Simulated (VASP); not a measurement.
# NiO (Fm-3m) in VASP: single point with PBEsol

Aim: the single point of NiO with PBEsol.

All numbers are computed with VASP 6.6.1; they aren't measurements. Logs are shortened: lines on timing, memory, paths and dates and some standing lists are left out, and cuts for length are marked.

### Step 1. The cell of the first run

Symmetry: Fm-3m, No. 225, cubic system. The conventional cell has a = 4.116 Å, b = 4.116 Å, c = 4.116 Å, α = 90.00°, β = 90.00°, γ = 90.00°. Within 2.7 Å of Ni (site symmetry m-3m) lie 6 O at 2.06 Å. O (site symmetry m-3m) has 6 Ni at 2.06 Å within 2.7 Å.

### Step 2. Single point, PBEsol, collinear spin, ferromagnetic start

INCAR reads:

```
PREC = Accurate
ENCUT = 800
EDIFF = 1E-6
ISMEAR = 0
SIGMA = 0.1
LREAL = False
LASPH = True
NELM = 300
ALGO = All
ISIF = 2
LWAVE = False
LCHARG = True
ISPIN = 2
MAGMOM = 0.89 0.15
LORBIT = 11
LMAXMIX = 4
GGA = PS
LVHAR = True
NBANDS = 19
GGA_COMPAT = False
ISEARCH = 1
KPAR = 4
```

KPOINTS reads:

```
regular mesh
0
Gamma
  18 18 18
```

POSCAR reads:

```
NiO
1.0
    0.0000000000      2.0580558083      2.0580558083
    2.0580558083      0.0000000000      2.0580558083
    2.0580558083      2.0580558083      0.0000000000
Ni O
1 1
Direct
    0.0000000000      0.0000000000      0.0000000000
    0.5000000000      0.5000000000      0.5000000000
```

Potentials or basis: VASP PAW PBE potentials, release 64 (Ni, O).

Command:

```
$ cat potpaw_PBE.64/Ni/POTCAR potpaw_PBE.64/O/POTCAR > POTCAR
$ mpirun -np 4 vasp_std > vasp.out
```

OUTCAR:

```text
PREC = Accurate
   ENCUT = 800
   EDIFF = 1E-6
   ISMEAR = 0
   LREAL = False
   LASPH = True
   NELM = 300
   ISIF = 2
   ISPIN = 2
   LORBIT = 11
   GGA = PS

 ion  position               nearest neighbor table
   1  0.000  0.000  0.000-   2 2.06   2 2.06   2 2.06   2 2.06   2 2.06   2 2.06
   2  0.500  0.500  0.500-   1 2.06   1 2.06   1 2.06   1 2.06   1 2.06   1 2.06

  LATTYP: Found a face centered cubic cell.
 ALAT       =     4.1161116166

  Lattice vectors:

 A1 = (   0.0000000000,   2.0580558083,   2.0580558083)
 A2 = (   2.0580558083,   0.0000000000,   2.0580558083)
 A3 = (   2.0580558083,   2.0580558083,   0.0000000000)

Analysis of symmetry for initial positions (statically):
=====================================================================
 Subroutine PRICEL returns:
 Original cell was already a primitive cell.

 Routine SETGRP: Setting up the symmetry group for a
 face centered cubic supercell.

 Subroutine GETGRP returns: Found 48 space group operations
 (whereof 48 operations were pure point group operations)
 out of a pool of 48 trial point group operations.

The static configuration has the point symmetry O_h .

Analysis of symmetry for dynamics (positions and initial velocities):
=====================================================================
 Subroutine PRICEL returns:
 Original cell was already a primitive cell.

 Routine SETGRP: Setting up the symmetry group for a
 face centered cubic supercell.

 Subroutine GETGRP returns: Found 48 space group operations
 (whereof 48 operations were pure point group operations)
 out of a pool of 48 trial point group operations.

The dynamic configuration has the point symmetry O_h .

Analysis of structural, dynamic, and magnetic symmetry:
=====================================================================
 Subroutine PRICEL returns:
 Original cell was already a primitive cell.

 Routine SETGRP: Setting up the symmetry group for a
 face centered cubic supercell.

 Subroutine GETGRP returns: Found 48 space group operations
 (whereof 48 operations were pure point group operations)
 out of a pool of 48 trial point group operations.

The overall configuration has the point symmetry O_h .

 Subroutine INISYM returns: Found 48 space group operations
 (whereof 48 operations are pure point group operations),
 and found     1 'primitive' translations

----------------------------------------------------------------------------------------

                                     Primitive cell

  volume of cell :      17.4342

  direct lattice vectors                    reciprocal lattice vectors
     0.000000000  2.058055808  2.058055808    -0.242947736  0.242947736  0.242947736
     2.058055808  0.000000000  2.058055808     0.242947736 -0.242947736  0.242947736
     2.058055808  2.058055808  0.000000000     0.242947736  0.242947736 -0.242947736

  length of vectors
     2.910530436  2.910530436  2.910530436     0.420797823  0.420797823  0.420797823

  position of ions in fractional coordinates (direct lattice)
     0.000000000  0.000000000  0.000000000
     0.500000000  0.500000000  0.500000000

  ion indices of the primitive-cell ions
   primitive index   ion index
                 1           1
                 2           2

----------------------------------------------------------------------------------------

 KPOINTS: regular mesh

Automatic generation of k-mesh.
 Grid dimensions read from file:
 generate k-points for:   18   18   18

 Generating k-lattice:

  Cartesian coordinates                     Fractional coordinates (reciprocal lattice)
    -0.013497096  0.013497096  0.013497096     0.055555556  0.000000000  0.000000000
     0.013497096 -0.013497096  0.013497096     0.000000000  0.055555556  0.000000000
     0.013497096  0.013497096 -0.013497096     0.000000000  0.000000000  0.055555556

  Length of vectors
     0.023377657  0.023377657  0.023377657

  Shift w.r.t. Gamma in fractional coordinates (k-lattice)
     0.000000000  0.000000000  0.000000000

 Subroutine IBZKPT returns following result:
 ===========================================

 Found    195 irreducible k-points:

 Following reciprocal coordinates:
            Coordinates               Weight
  0.000000  0.000000  0.000000      1.000000
  0.055556  0.000000  0.000000      8.000000
  0.111111  0.000000  0.000000      8.000000
  0.166667  0.000000  0.000000      8.000000
  0.222222  0.000000  0.000000      8.000000
  0.277778  0.000000  0.000000      8.000000
[... 16 lines left out ...]
 -0.277778  0.055556  0.000000     24.000000
 -0.222222  0.055556  0.000000     24.000000
 [... further k-points ...]
   k-points           NKPTS =    195   k-points in BZ     NKDIM =    195   number of bands    NBANDS=     19
   number of dos      NEDOS =    301   number of ions     NIONS =      2
   total plane-waves  NPLWV =  21952
   dimension x,y,z NGX =    28 NGY =   28 NGZ =   28
   dimension x,y,z NGXF=    56 NGYF=   56 NGZF=   56
   ions per type =               1   1
   NGX,Y,Z   is equivalent  to a cutoff of  15.99, 15.99, 15.99 a.u.
   NGXF,Y,Z  is equivalent  to a cutoff of  31.99, 31.99, 31.99 a.u.
 SYSTEM =  unknown system
   PREC   = accura    normal or accurate (medium, high low for compatibility)
   ISTART =      0    job   : 0-new  1-cont  2-samecut
   ICHARG =      2    charge: 1-file 2-atom 10-const
   ISPIN  =      2    spin polarized calculation?
   LNONCOLLINEAR =      F non collinear calculations
   LSORBIT =      F    spin-orbit coupling
   LASPH  =      T    aspherical Exc in radial PAW
   ENCUT  =  800.0 eV  58.80 Ry    7.67 a.u.   6.71  6.71  6.71*2*pi/ulx,y,z
   NELM   =    300;   NELMIN=  2; NELMDL= -5     # of ELM steps
   EDIFF  = 0.1E-05   stopping-criterion for ELM
   LREAL  =      F    real-space projection
   EDIFFG = 0.1E-04   stopping-criterion for IOM
   NSW    =      0    number of steps for IOM
   IBRION =     -1    ionic relax: 0-MD 1-quasi-New 2-CG
   NFREE  =      0    steps in history (QN), initial steepest desc. (CG)
   ISIF   =      2    stress and relaxation
   ISYM   =      2    0-nonsym 1-usesym 2-fastsym
   POTIM  = 0.5000    time-step for ionic-motion
   TEBEG  =    0.0;   TEEND  =   0.0 temperature during run
   PSTRESS=    0.0 pullay stress
   NELECT =      16.0000    total number of electrons
   NUPDOWN=      -1.0000    fix difference up-down
   EMIN   =  10.00;   EMAX   =-10.00  energy-range for DOS
   EFERMI =   0.00;   METHOD = LEGACY
   ISMEAR =     0;   SIGMA  =   0.10  broadening in eV -4-tet -1-fermi 0-gaus
   EFERMI_NEDOS =   21; number of points for ismear=-14 and -15
   IALGO  =     58    algorithm
   IMIX   =      4    mixing-type and parameters
     AMIX     =   0.40;   BMIX     =  1.00
     AMIX_MAG =   1.60;   BMIX_MAG =  1.00
  volume/ion in A,a.u.               =       8.72        58.83
  Fermi-wavevector in a.u.,A,eV,Ry     =   1.590918  3.006398 34.436600  2.531019
  Thomas-Fermi vector in A             =   2.689538
   LORBIT       =     11    0 simple, 1 ext, 2 COOP (PROOUT), +10 PAW based schemes
   GGA     = PS    functional components
   LHFCALC =     F    Hartree Fock is set to
   AEXX    =    0.0000 exact exchange contribution
   IVDW    =     0    specifies the selected vdW correction
   LEPSILON=     F    determine dielectric tensor
   LRPA    =     F    only Hartree local field effects (RPA)
 spin polarized calculation
 Gauss-broadening in eV      SIGMA  =   0.10
  energy-cutoff  :      800.00
  volume of cell :       17.43
 maximum number of plane-waves:       934
   NGX = 13   NGY = 13   NGZ = 13

 number of electron      16.0000001 magnetization       1.1939897

 Free energy of the ion-electron system (eV)
  ---------------------------------------------------
  ext. energy  EPLUGINS =         0.00000000
  ---------------------------------------------------
  free energy    TOTEN  =       -12.40349250 eV

  energy without entropy =      -12.39429877  energy(sigma->0) =      -12.39889563

 E-fermi :   8.4018     XC(G=0): -13.2012

 val. band max:        8.3998701941   @ k =   0.1667   0.0000   0.0000
 cond. band min:       8.4035661416   @ k =  -0.2222   0.3333   0.1111
 fundamental gap:      0.0036959475
 Fermi energy:         8.4017576990

 spin component 1

 k-point     1 :       0.0000    0.0000    0.0000
  band No.  band energies     occupation
      1     -12.4462      1.00000
      2       5.0817      1.00000
      3       5.0817      1.00000
      4       5.0817      1.00000
      5       5.7361      1.00000
      6       5.7361      1.00000
[... 11 lines left out ...]
     18      34.8158      0.00000
     19      34.8158      0.00000
[... 485 lines left out ...]
 k-point    24 :      -0.2222    0.0556    0.0000
  band No.  band energies     occupation
      1     -11.7756      1.00000
      2       1.9175      1.00000
      3       3.0990      1.00000
      4       3.3652      1.00000
      5       6.2563      1.00000
      6       6.2807      1.00000
[... 11 lines left out ...]
     18      39.4155      0.00000
     19      40.5915      0.00000

 [... further k-points ...]

 spin component 2

 k-point     1 :       0.0000    0.0000    0.0000
  band No.  band energies     occupation
      1     -12.1710      1.00000
      2       5.4063      1.00000
      3       5.4063      1.00000
      4       5.4063      1.00000
      5       6.5502      1.00000
      6       6.5502      1.00000
[... 11 lines left out ...]
     18      35.2240      0.00000
     19      35.2241      0.00000
[... 485 lines left out ...]
 k-point    24 :      -0.2222    0.0556    0.0000
  band No.  band energies     occupation
      1     -11.4889      1.00000
      2       2.2304      1.00000
      3       3.7944      1.00000
      4       3.9365      1.00000
      5       6.9359      1.00000
      6       7.0947      1.00000
[... 11 lines left out ...]
     18      39.7722      0.00000
     19      40.9928      0.00000

 [... further k-points ...]

------------------------ aborting loop because EDIFF is reached ----------------------------------------

  FORCE on cell =-STRESS in cart. coord.  units (eV):
  Direction    XX          YY          ZZ          XY          YZ          ZX
  --------------------------------------------------------------------------------------
  -------------------------------------------------------------------------------------
  Total       -0.0289932     -0.0289932     -0.0289932     -0.0000000      0.0000000      0.0000000
  in kB       -2.6644358     -2.6644358     -2.6644358     -0.0000000      0.0000000      0.0000000
  external PRESSURE =      -2.6644358 kB  Pullay stress =       0.0000000 kB

 VOLUME and BASIS-vectors are now :
 -----------------------------------------------------------------------------
  energy-cutoff  :      800.00
  volume of cell :       17.43
      direct lattice vectors                 reciprocal lattice vectors
     0.000000000  2.058055808  2.058055808    -0.242947736  0.242947736  0.242947736
     2.058055808  0.000000000  2.058055808     0.242947736 -0.242947736  0.242947736
     2.058055808  2.058055808  0.000000000     0.242947736  0.242947736 -0.242947736

 POSITION                                       TOTAL-FORCE (eV/Angst)
 -----------------------------------------------------------------------------------
      0.00000      0.00000      0.00000         0.000000      0.000000      0.000000
      2.05806      2.05806      2.05806         0.000000      0.000000     -0.000000
 -----------------------------------------------------------------------------------
    total drift:                                0.000000      0.000000      0.000000

  FREE ENERGIE OF THE ION-ELECTRON SYSTEM (eV)
  ---------------------------------------------------
  free  energy   TOTEN  =       -12.4034924952 eV

  energy  without entropy=      -12.3942995512  energy(sigma->0) =      -12.39889602

 total charge

# of ion       s       p       d       tot
------------------------------------------
    1        0.348   0.438   8.333   9.119
    2        1.554   3.394   0.000   4.948
--------------------------------------------------
tot          1.902   3.832   8.333  14.067

 magnetization (x)

# of ion       s       p       d       tot
------------------------------------------
    1        0.010   0.013   0.979   1.002
    2        0.023   0.140   0.000   0.163
--------------------------------------------------
tot          0.033   0.154   0.979   1.165
```

Wall time 4.3 min (4 MPI ranks of Intel Xeon Platinum 8259CL at 2.50GHz (Skylake/Cascade Lake), shared host); peak memory 0.52 GiB.

Results:

```yaml
Free_energy: -12.4035 eV
Pressure: -0.3 GPa
Net_moment: 1.19 μB per cell
Site_moments: Ni +1.00; O +0.16 μB
Valence_electrons_inside_the_program's_atomic_spheres: Ni 9.12; O 4.95
```

Levels at points of the mesh, in eV from the Fermi level:
Spin up:
| k point | band 6 | band 7 | band 8 | band 9 | band 10 | band 11 | band 12 | band 13 |
| --- | --- | --- | --- | --- | --- | --- | --- | --- |
| (0.00, 0.00, 0.00) | -2.67 | -2.47 | -2.47 | -2.47 | 1.69 | 17.73 | 19.15 | 19.15 |
| (0.50, 0.00, 0.00) | -1.64 | -1.16 | 0.68 | 0.68 | 5.52 | 10.28 | 14.18 | 14.18 |
| (0.50, 0.50, 0.00) | -2.27 | -1.63 | -1.33 | -1.33 | 6.37 | 10.67 | 12.32 | 16.97 |
Spin down:
```
           k point  band 5  band 6  band 7  band 8  band 9  band 10
(0.00, 0.00, 0.00)   -1.85   -1.85   -1.85   -1.06   -1.06     1.93
(0.50, 0.00, 0.00)   -0.89   -0.89   -0.51    1.95    1.95     5.65
(0.50, 0.50, 0.00)   -2.96   -0.63   -0.63   -0.61    0.03     6.69
```

Caveat: the PAW data sets were made with another functional, which shifts forces and pressure a little; a cell with one magnetic atom can't hold antiferromagnetic order, which such compounds often take; semilocal functionals often make such compounds metallic where correlation or magnetic order opens a gap, which also shifts bond lengths. With open d or f shells a metallic result of PBEsol can be an artefact of self-interaction; +U or a hybrid may open a gap.
